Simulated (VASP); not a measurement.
Input of a VASP 6.6.1 run:

The input INCAR:

```
PREC = Accurate ; ENCUT = 560
EDIFF = 1E-6 ; ISMEAR = -1
SIGMA = 0.05 ; LREAL = False
LASPH = True ; NELM = 120
ALGO = Normal ; ISIF = 2
LWAVE = False ; LCHARG = False
GGA = CA ; NBANDS = 22
GGA_COMPAT = False
```

Contents of KPOINTS:

```
regular mesh
0
Gamma
  11 11 6
```

Contents of POSCAR:

```
Re
1.0
    2.7608000000      0.0000000000      0.0000000000
   -1.3804000000      2.3909229348      0.0000000000
    0.0000000000      0.0000000000      4.4582000000
Re
2
Direct
    0.6666666667      0.3333333333      0.7500000000
    0.3333333333      0.6666666667      0.2500000000
```

Potentials or basis: VASP PAW LDA potentials, release 64 (Re_sv_GW).

Launch:

```sh
$ cat potpaw_LDA.64/Re_sv_GW/POTCAR > POTCAR
$ mpirun -np 1 vasp_std > vasp.out
```

Task: Predict the pressure.

Result: -10.3 GPa.

Task: Predict the band gap on the k mesh.

Result: Zero (bands 15 and 16 overlap by 3.18 eV).

Stress tensor (GPa, compression positive):
```
-10.11   0.00   0.00
  0.00 -10.11   0.00
  0.00   0.00 -10.54
```

Caveat: the cell stands under tension; spin-orbit coupling is left out, which moves the levels of the heavy elements.
